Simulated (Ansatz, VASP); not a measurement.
Ta2N: VASP beside Ansatz

```xyz
3
Lattice="3.0078 0.0000 0.0000 -1.5039 2.6048 0.0000 0.0000 0.0000 4.9608" Properties=species:S:1:pos:R:3 pbc="T T T"
Ta    1.5039    0.8683    3.7041
Ta    0.0000    1.7365    1.2566
N     0.0000    0.0000    0.0000
```

Alike in both runs: task single point; functional LDA; k mesh 18 × 18 × 10; occupations gaussian, width 0.15 eV; no spin polarisation.

|  | VASP | Ansatz |
| --- | --- | --- |
| version | VASP 6.6.1 | Ansatz 0.2.0 |
| potentials or method | VASP PAW LDA potentials, release 64 (Ta_pv, N), cutoff 520 eV | scalar-relativistic, plane waves, PAW |
| valence electrons in the cell | 27 | 31 |

Ansatz gave:

- gap on the k mesh at the Fermi level (eV): none
- pressure (GPa): 0.3
- traceless stress, the component that is largest in VASP (GPa): -7.54
- rms of the force components (eV/Å): 0.195

Task: Which values does VASP return?

Result: gap on the k mesh at the Fermi level (eV): none; pressure (GPa): 1.8; traceless stress, the component that is largest in VASP (GPa): -7.66; rms of the force components (eV/Å): 0.221.

Ansatz warns that its potentials were made for another functional, while VASP's fit it. LDA's correlation is that of Perdew and Zunger in VASP and of Perdew and Wang (1992) in Ansatz. Atom by atom the forces differ by 0.025 eV/Å (rms over components). A gap of «none» marks a metal or a gap that the smearing closes. VASP's potentials hold 27 valence electrons a cell and Ansatz's 31, so a difference there can come from the potentials and not from the codes.

Neither program's run includes spin-orbit coupling.
